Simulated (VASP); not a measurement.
# PbS (P-6m2) in VASP: further runs

Runs on PbS. Level: r2SCAN. Tasks: relaxation of shape and atoms at fixed volume.

Everything below comes from runs of VASP 6.6.1. Logs are shortened: lines on timing, memory, paths and dates and some standing lists are left out, and cuts for length are marked.

## (1) The cell of the first run

The structure is hexagonal, space group P-6m2 (No. 187). The conventional cell has a = 4.021 Å, b = 4.021 Å, c = 3.759 Å, α = 90.00°, β = 90.00°, γ = 120.00°. Within 3.9 Å of Pb (site symmetry -6m2) lie 6 S at 2.99 Å and 2 Pb at 3.76 Å. Within 3.9 Å of S (site symmetry -6m2) lie 6 Pb at 2.99 Å and 2 S at 3.76 Å.

## (2) Relaxation of shape and atoms at fixed volume, r2SCAN (volume scaled by 0.980)

Contents of POSCAR:

```
PbS
1.0
    4.0210180300      0.0000000000      0.0000000000
   -2.0105090150      3.4823037631      0.0000000000
    0.0000000000      0.0000000000      3.7587716391
Pb S
1 1
Direct
    0.0000000000      0.0000000000      0.0000000000
    0.6666666667      0.3333333333      0.5000000000
```

Contents of INCAR.step1:

```
SYSTEM = PbS
PREC = Accurate ; ENCUT = 600
ISMEAR = 0 ; SIGMA = 0.05
LREAL = .False. ; LASPH = .True.
NELM = 60 ; GGA = PE
ALGO = Normal ; EDIFF = 1E-4
LWAVE = .True. ; LCHARG = .False.
```

Contents of INCAR.step2:

```
SYSTEM = PbS
PREC = Accurate ; ENCUT = 600
EDIFF = 1E-6 ; ISMEAR = 0
SIGMA = 0.05 ; LREAL = .False.
LASPH = .True. ; NELM = 60
ALGO = Normal ; ISIF = 4
LWAVE = .False. ; LCHARG = .False.
METAGGA = R2SCAN ; LMIXTAU = .True.
IBRION = 2 ; NSW = 60
EDIFFG = -0.01 ; ISTART = 1
```

Contents of KPOINTS:

```
Automatic mesh
0
Gamma
  10 10 10
  0 0 0
```

Potentials or basis: VASP PAW PBE potentials, release 64 (Pb_d, S).

The run is started by

```sh
cat potpaw_PBE.64/Pb_d/POTCAR potpaw_PBE.64/S/POTCAR > POTCAR
cp INCAR.step1 INCAR
mpirun -np 1 vasp_std > vasp.out
cp INCAR.step2 INCAR
mpirun -np 1 vasp_std > vasp.out
```

OUTCAR:

```text
SYSTEM = PbS
   PREC = Accurate
   ENCUT = 600
   EDIFF = 1E-6
   ISMEAR = 0
   LREAL = .False.
   LASPH = .True.
   NELM = 60
   ISIF = 4
   METAGGA = R2SCAN
   IBRION = 2
   NSW = 60
   EDIFFG = -0.01
   ISTART = 1

 ion  position               nearest neighbor table
   1  0.000  0.000  0.000-   2 2.99   2 2.99   2 2.99   2 2.99   2 2.99   2 2.99
   2  0.667  0.333  0.500-   1 2.99   1 2.99   1 2.99   1 2.99   1 2.99   1 2.99

  LATTYP: Found a hexagonal cell.
 ALAT       =     4.0210180300
 C/A-ratio  =     0.9347810955

  Lattice vectors:

 A1 = (   4.0210180300,   0.0000000000,   0.0000000000)
 A2 = (  -2.0105090150,   3.4823037631,   0.0000000000)
 A3 = (   0.0000000000,   0.0000000000,   3.7587716391)

Analysis of symmetry for initial positions (statically):
=====================================================================
 Subroutine PRICEL returns:
 Original cell was already a primitive cell.

 Routine SETGRP: Setting up the symmetry group for a
 hexagonal supercell.

 Subroutine GETGRP returns: Found 12 space group operations
 (whereof 12 operations were pure point group operations)
 out of a pool of 24 trial point group operations.

The static configuration has the point symmetry D_3h.

Analysis of symmetry for dynamics (positions and initial velocities):
=====================================================================
 Subroutine PRICEL returns:
 Original cell was already a primitive cell.

 Routine SETGRP: Setting up the symmetry group for a
 hexagonal supercell.

 Subroutine GETGRP returns: Found 12 space group operations
 (whereof 12 operations were pure point group operations)
 out of a pool of 24 trial point group operations.

The dynamic configuration has the point symmetry D_3h.

 Subroutine INISYM returns: Found 12 space group operations
 (whereof 12 operations are pure point group operations),
 and found     1 'primitive' translations

----------------------------------------------------------------------------------------

                                     Primitive cell

  volume of cell :      52.6318

  direct lattice vectors                    reciprocal lattice vectors
     4.021018030  0.000000000  0.000000000     0.248693240  0.143583109  0.000000000
    -2.010509015  3.482303763  0.000000000     0.000000000  0.287166218  0.000000000
     0.000000000  0.000000000  3.758771639     0.000000000  0.000000000  0.266044361

  length of vectors
     4.021018030  4.021018030  3.758771639     0.287166218  0.287166218  0.266044361

  position of ions in fractional coordinates (direct lattice)
     0.000000000  0.000000000  0.000000000
     0.666666667  0.333333333  0.500000000

  ion indices of the primitive-cell ions
   primitive index   ion index
                 1           1
                 2           2

----------------------------------------------------------------------------------------

 KPOINTS: Automatic mesh

Automatic generation of k-mesh.
 Grid dimensions read from file:
 generate k-points for:   10   10   10

 Generating k-lattice:

  Cartesian coordinates                     Fractional coordinates (reciprocal lattice)
     0.024869324  0.014358311  0.000000000     0.100000000 -0.000000000  0.000000000
     0.000000000  0.028716622  0.000000000     0.000000000  0.100000000  0.000000000
     0.000000000  0.000000000  0.026604436     0.000000000  0.000000000  0.100000000

  Length of vectors
     0.028716622  0.028716622  0.026604436

  Shift w.r.t. Gamma in fractional coordinates (k-lattice)
     0.000000000  0.000000000  0.000000000

 Subroutine IBZKPT returns following result:
 ===========================================

 Found     84 irreducible k-points:

 Following reciprocal coordinates:
            Coordinates               Weight
  0.000000  0.000000  0.000000      1.000000
  0.100000  0.000000  0.000000      6.000000
  0.200000  0.000000  0.000000      6.000000
  0.300000  0.000000  0.000000      6.000000
  0.400000  0.000000  0.000000      6.000000
  0.500000  0.000000  0.000000      3.000000
[... 16 lines left out ...]
  0.300000  0.100000  0.100000     24.000000
  0.400000  0.100000  0.100000     24.000000
 [... further k-points ...]
   k-points           NKPTS =     84   k-points in BZ     NKDIM =     84   number of bands    NBANDS=     14
   number of dos      NEDOS =    301   number of ions     NIONS =      2
   total plane-waves  NPLWV =  30720
   dimension x,y,z NGX =    32 NGY =   32 NGZ =   30
   dimension x,y,z NGXF=    64 NGYF=   64 NGZF=   60
   ions per type =               1   1
   NGX,Y,Z   is equivalent  to a cutoff of  13.23, 13.23, 13.27 a.u.
   NGXF,Y,Z  is equivalent  to a cutoff of  26.46, 26.46, 26.54 a.u.
 SYSTEM =  PbS
   PREC   = accura    normal or accurate (medium, high low for compatibility)
   ISTART =      1    job   : 0-new  1-cont  2-samecut
   ICHARG =      0    charge: 1-file 2-atom 10-const
   ISPIN  =      1    spin polarized calculation?
   LNONCOLLINEAR =      F non collinear calculations
   LSORBIT =      F    spin-orbit coupling
   LASPH  =      T    aspherical Exc in radial PAW
   ENCUT  =  600.0 eV  44.10 Ry    6.64 a.u.   8.03  8.03  7.51*2*pi/ulx,y,z
   NELM   =     60;   NELMIN=  2; NELMDL=  0     # of ELM steps
   EDIFF  = 0.1E-05   stopping-criterion for ELM
   LREAL  =      F    real-space projection
   EDIFFG = -.1E-01   stopping-criterion for IOM
   NSW    =     60    number of steps for IOM
   IBRION =      2    ionic relax: 0-MD 1-quasi-New 2-CG
   NFREE  =      1    steps in history (QN), initial steepest desc. (CG)
   ISIF   =      4    stress and relaxation
   ISYM   =      2    0-nonsym 1-usesym 2-fastsym
   POTIM  = 0.5000    time-step for ionic-motion
   TEBEG  =    0.0;   TEEND  =   0.0 temperature during run
   PSTRESS=    0.0 pullay stress
   NELECT =      20.0000    total number of electrons
   NUPDOWN=      -1.0000    fix difference up-down
   EMIN   =  10.00;   EMAX   =-10.00  energy-range for DOS
   EFERMI =   0.00;   METHOD = LEGACY
   ISMEAR =     0;   SIGMA  =   0.05  broadening in eV -4-tet -1-fermi 0-gaus
   EFERMI_NEDOS =   21; number of points for ismear=-14 and -15
   IALGO  =     38    algorithm
   IMIX   =      4    mixing-type and parameters
     AMIX     =   0.40;   BMIX     =  1.00
     AMIX_MAG =   1.60;   BMIX_MAG =  1.00
  volume/ion in A,a.u.               =      26.32       177.59
  Fermi-wavevector in a.u.,A,eV,Ry     =   1.185774  2.240788 19.130610  1.406060
  Thomas-Fermi vector in A             =   2.321961
   LORBIT       =      0    0 simple, 1 ext, 2 COOP (PROOUT), +10 PAW based schemes
   METAGGA = R2SCAN    functional components
   LHFCALC =     F    Hartree Fock is set to
   AEXX    =    0.0000 exact exchange contribution
   IVDW    =     0    specifies the selected vdW correction
   LEPSILON=     F    determine dielectric tensor
   LRPA    =     F    only Hartree local field effects (RPA)
 conjugate gradient relaxation of ions
 non-spin polarized calculation
 Gauss-broadening in eV      SIGMA  =   0.05
  energy-cutoff  :      600.00
  volume of cell :       52.63
 maximum number of plane-waves:      1778
   NGX = 17   NGY = 17   NGZ = 15

--------------------------------------- Ionic step        1  -------------------------------------------

 number of electron      20.0000005 magnetization

 Free energy of the ion-electron system (eV)
  ---------------------------------------------------
  ext. energy  EPLUGINS =         0.00000000
  ---------------------------------------------------
  free energy    TOTEN  =       -65.33960223 eV

  energy without entropy =      -65.33949614  energy(sigma->0) =      -65.33954918

------------------------ aborting loop because EDIFF is reached ----------------------------------------

  FORCE on cell =-STRESS in cart. coord.  units (eV):
  Direction    XX          YY          ZZ          XY          YZ          ZX
  --------------------------------------------------------------------------------------
  -------------------------------------------------------------------------------------
  Total        0.3562976      0.3562976      0.4652307      0.0000000      0.0000000      0.0000000
  in kB       10.8461321     10.8461321     14.1621878      0.0000000      0.0000000      0.0000000
  external PRESSURE =      11.9514840 kB  Pullay stress =       0.0000000 kB

 VOLUME and BASIS-vectors are now :
 -----------------------------------------------------------------------------
  energy-cutoff  :      600.00
  volume of cell :       52.63
      direct lattice vectors                 reciprocal lattice vectors
     4.021018030  0.000000000  0.000000000     0.248693240  0.143583109  0.000000000
    -2.010509015  3.482303763  0.000000000     0.000000000  0.287166218  0.000000000
     0.000000000  0.000000000  3.758771639     0.000000000  0.000000000  0.266044361
[... 37 lines left out ...]
 POSITION                                       TOTAL-FORCE (eV/Angst)
 -----------------------------------------------------------------------------------
      4.01750      0.00000      0.00000         0.000000      0.000000      0.000000
      2.00875      1.15975      1.88268        -0.000000     -0.000000      0.000000
 -----------------------------------------------------------------------------------
    total drift:                               -0.000000      0.000000     -0.000000

  FREE ENERGIE OF THE ION-ELECTRON SYSTEM (eV)
  ---------------------------------------------------
  free  energy   TOTEN  =       -65.3397309074 eV

  energy  without entropy=      -65.3396248554  energy(sigma->0) =      -65.33967788

--------------------------------------- Ionic step        3  -------------------------------------------

 number of electron      20.0000005 magnetization

 Free energy of the ion-electron system (eV)
  ---------------------------------------------------
  ext. energy  EPLUGINS =         0.00000000
  ---------------------------------------------------
  free energy    TOTEN  =       -65.33974830 eV

  energy without entropy =      -65.33964226  energy(sigma->0) =      -65.33969528

 E-fermi :   5.5489     XC(G=0): -10.1967

 val. band max:        5.2715297934   @ k =   0.3000   0.3000   0.5000
 cond. band min:       5.5830776692   @ k =   0.3000   0.3000   0.0000
 fundamental gap:      0.3115478759
 Fermi energy:         5.5488698277

 k-point     1 :       0.0000    0.0000    0.0000
  band No.  band energies     occupation
      1     -12.0269      2.00000
      2     -12.0083      2.00000
      3     -12.0083      2.00000
      4     -11.8928      2.00000
      5     -11.8928      2.00000
      6      -8.5162      2.00000
      7      -0.9386      2.00000
      8       2.9763      2.00000
      9       3.6601      2.00000
     10       3.6601      2.00000
     11       9.3573      0.00000
     12       9.3573      0.00000
     13      11.1175      0.00000
     14      12.6789      0.00000

 k-point     2 :       0.1000    0.0000    0.0000
  band No.  band energies     occupation
      1     -12.0239      2.00000
      2     -12.0113      2.00000
      3     -12.0010      2.00000
      4     -11.8969      2.00000
      5     -11.8937      2.00000
      6      -8.4294      2.00000
      7      -1.1507      2.00000
      8       3.0622      2.00000
      9       3.5284      2.00000
     10       3.6964      2.00000
[... 362 lines left out ...]
 k-point    24 :       0.4000    0.1000    0.1000
  band No.  band energies     occupation
      1     -12.0439      2.00000
      2     -11.9719      2.00000
      3     -11.9440      2.00000
      4     -11.9362      2.00000
      5     -11.9095      2.00000
      6      -7.2474      2.00000
      7      -3.1616      2.00000
      8       2.1046      2.00000
      9       3.2729      2.00000
     10       4.7173      2.00000
     11       7.2828      0.00000
     12       9.9752      0.00000
     13      10.5146      0.00000
     14      12.1860      0.00000

 [... further k-points ...]
[... 5 lines left out ...]
  --------------------------------------------------------------------------------------
  -------------------------------------------------------------------------------------
  Total        0.3743273      0.3743273      0.3763408      0.0000000      0.0000000      0.0000000
  in kB       11.3949785     11.3949785     11.4562714      0.0000000      0.0000000      0.0000000
  external PRESSURE =      11.4154095 kB  Pullay stress =       0.0000000 kB

 VOLUME and BASIS-vectors are now :
 -----------------------------------------------------------------------------
  energy-cutoff  :      600.00
  volume of cell :       52.63
      direct lattice vectors                 reciprocal lattice vectors
     4.015654744  0.000000000  0.000000000     0.249025393  0.143774878 -0.000000000
    -2.007827372  3.477659021 -0.000000000     0.000000000  0.287549755  0.000000000
     0.000000000  0.000000000  3.768818732    -0.000000000  0.000000000  0.265335128

 POSITION                                       TOTAL-FORCE (eV/Angst)
 -----------------------------------------------------------------------------------
      0.00000      0.00000      0.00000         0.000000     -0.000000      0.000000
      2.00783      1.15922      1.88441        -0.000000      0.000000     -0.000000
 -----------------------------------------------------------------------------------
    total drift:                               -0.000000      0.000000      0.000000

  FREE ENERGIE OF THE ION-ELECTRON SYSTEM (eV)
  ---------------------------------------------------
  free  energy   TOTEN  =       -65.3397483044 eV

  energy  without entropy=      -65.3396422589  energy(sigma->0) =      -65.33969528

 reached required accuracy - stopping structural energy minimisation
```

It took 4.5 min on 1 thread of Intel Xeon Platinum 8375C at 2.90GHz (Ice Lake), shared host; peak memory 0.24 GiB.

What came out:

| Quantity | Value |
| --- | --- |
| Free energy | -65.3397 eV |
| Energy gained by relaxing | 0.1 meV/atom |
| Ionic steps | 3 |
| Pressure after relaxing | 1.1 GPa |
| Band gap on the k mesh | zero (band 10 reaches 5.69 eV, above the bottom of band 11 at 5.27 eV) |

Step by step:
```
step  energy change (eV)  largest force (eV/Å)  pressure (GPa)  volume (Å³)
   1              0.0000                0.0000            1.20        52.63
   2             -0.0001                0.0000            1.16        52.63
   3             -0.0001                0.0000            1.14        52.63
```

Final structure:
```
Pb S
1.0
     4.01565    0.00000    0.00000
    -2.00783    3.47766    0.00000
     0.00000    0.00000    3.76882
Pb S
1 1
Cartesian
  0.0000 0.0000 0.0000
  2.0078 1.1592 1.8844
```

Caveat: the cell differs from its parent crystal (volume scaled by 0.980); the PAW data sets were made with another functional, which shifts forces and pressure a little; spin-orbit coupling is left out, which moves the levels of the heavy elements.

## (3) Relaxation of shape and atoms at fixed volume, r2SCAN

This run uses another cell than the first one, of 26.85 Å³/atom, 1.020 times its volume.

Contents of POSCAR:

```
PbS
1.0
    4.0539260541      0.0000000000      0.0000000000
   -2.0269630270      3.5108029479      0.0000000000
    0.0000000000      0.0000000000      3.7734644362
Pb S
1 1
Direct
    0.0000000000      0.0000000000      0.0000000000
    0.6666666667      0.3333333333      0.5000000000
```

INCAR.step1 is that of step 2.

Changes to INCAR.step2 since step 2:

```diff
@@ -2,3 +2,3 @@
 PREC = Accurate ; ENCUT = 600
-EDIFF = 1E-6 ; ISMEAR = 0
+EDIFF = 1E-7 ; ISMEAR = 0
 SIGMA = 0.05 ; LREAL = .False.
```

KPOINTS is that of step 2.

Potentials or basis: VASP PAW PBE potentials, release 64 (Pb_d, S).

The run is started by

```sh
cat potpaw_PBE.64/Pb_d/POTCAR potpaw_PBE.64/S/POTCAR > POTCAR
cp INCAR.step1 INCAR
mpirun -np 1 vasp_std > vasp.out
cp INCAR.step2 INCAR
mpirun -np 1 vasp_std > vasp.out
```

It took 6.3 min on 1 thread of Intel Xeon Platinum 8375C at 2.90GHz (Ice Lake), shared host; peak memory 0.24 GiB.

The run converged. Its results:

```yaml
Free_energy: -65.3436 eV
Energy_gained_by_relaxing: 0.0 meV/atom
Ionic_steps: 3
Pressure_after_relaxing: 0.0 GPa
Band_gap_on_the_k_mesh: zero (band 10 reaches 5.39 eV, above the bottom of band 11 at 5.12 eV)
```

Final structure:
```
Pb S
1.0
     4.04950    0.00000    0.00000
    -2.02475    3.50697    0.00000
     0.00000    0.00000    3.78172
Pb S
1 1
Direct
  0.00000 0.00000 0.00000
  0.66667 0.33333 0.50000
```

Levels at points of the mesh, in eV from the Fermi level:
| k point | band 8 | band 9 | band 10 | band 11 | band 12 | band 13 |
| --- | --- | --- | --- | --- | --- | --- |
| (0.00, 0.00, 0.00) | -2.42 | -1.82 | -1.82 | 3.79 | 3.79 | 5.66 |
| (0.50, 0.00, 0.00) | -2.88 | -1.80 | -1.37 | 2.13 | 4.18 | 5.73 |
| (0.00, 0.00, 0.50) | -1.23 | -1.23 | 0.10 | 1.33 | 4.22 | 4.22 |
| (0.50, 0.00, 0.50) | -4.32 | -4.26 | -1.58 | 2.35 | 3.01 | 3.15 |

Caveat: the PAW data sets were made with another functional, which shifts forces and pressure a little; spin-orbit coupling is left out, which moves the levels of the heavy elements.

## (4) Relaxation of shape and atoms at fixed volume, r2SCAN (volume scaled by 1.020)

Contents of POSCAR:

```
PbS
1.0
    4.0749978676      0.0000000000      0.0000000000
   -2.0374989338      3.5290516737      0.0000000000
    0.0000000000      0.0000000000      3.8092309708
Pb S
1 1
Direct
    0.0000000000      0.0000000000      0.0000000000
    0.6666666667      0.3333333333      0.5000000000
```

Contents of INCAR.step1:

```
PREC = Accurate ; ENCUT = 600
ISMEAR = 0 ; SIGMA = 0.05
LREAL = False ; LASPH = True
NELM = 60 ; GGA = PE
ALGO = Normal ; EDIFF = 1E-4
LWAVE = True ; LCHARG = False
```

Contents of INCAR.step2:

```
PREC = Accurate ; ENCUT = 600
EDIFF = 1E-7 ; ISMEAR = 0
SIGMA = 0.05 ; LREAL = False
LASPH = True ; NELM = 60
ALGO = Normal ; ISIF = 4
LWAVE = False ; LCHARG = False
METAGGA = R2SCAN ; LMIXTAU = True
IBRION = 2 ; NSW = 60
EDIFFG = -0.01 ; ISTART = 1
```

Contents of KPOINTS:

```
Automatic mesh
0
Gamma
  10 10 10
```

The run is started by

```sh
cat potpaw_PBE.64/Pb_d/POTCAR potpaw_PBE.64/S/POTCAR > POTCAR
cp INCAR.step1 INCAR
mpirun -np 1 vasp_std > vasp.out
cp INCAR.step2 INCAR
mpirun -np 1 vasp_std > vasp.out
```

It took 4.2 min on 1 thread of Intel Xeon 6975P-C (Granite Rapids), shared host; peak memory 0.27 GiB.

The run converged. Its results:

```yaml
Free_energy: -65.3403 eV
Energy_gained_by_relaxing: 0.2 meV/atom
Ionic_steps: 3
Pressure_after_relaxing: -1.0 GPa
Band_gap_on_the_k_mesh: zero (band 10 reaches 5.10 eV, above the bottom of band 11 at 4.97 eV)
```

Step by step:
| step | energy change (eV) | largest force (eV/Å) | pressure (GPa) | volume (Å³) |
| --- | --- | --- | --- | --- |
| 1 | 0.0000 | 0.0000 | -1.09 | 54.78 |
| 2 | -0.0003 | 0.0000 | -1.04 | 54.78 |
| 3 | -0.0003 | 0.0000 | -1.01 | 54.78 |

Final structure:
```
CELL_PARAMETERS angstrom
4.08279 0.00000 0.00000
-2.04140 3.53580 0.00000
0.00000 0.00000 3.79470
ATOMIC_POSITIONS crystal
Pb 0.00000 0.00000 0.00000
S 0.66667 0.33333 0.50000
```

Levels at points of the mesh, in eV from the Fermi level:
| k point | band 8 | band 9 | band 10 | band 11 | band 12 | band 13 |
| --- | --- | --- | --- | --- | --- | --- |
| (0.00, 0.00, 0.00) | -2.29 | -1.76 | -1.76 | 3.77 | 3.77 | 5.74 |
| (0.50, 0.00, 0.00) | -2.79 | -1.76 | -1.27 | 2.16 | 4.21 | 5.65 |
| (0.00, 0.00, 0.50) | -1.17 | -1.17 | 0.07 | 1.30 | 4.18 | 4.18 |
| (0.50, 0.00, 0.50) | -4.18 | -4.13 | -1.51 | 2.38 | 3.02 | 3.16 |

Caveat: the cell differs from its parent crystal (volume scaled by 1.020); the PAW data sets were made with another functional, which shifts forces and pressure a little; spin-orbit coupling is left out, which moves the levels of the heavy elements.

[end of part 1 of 2]
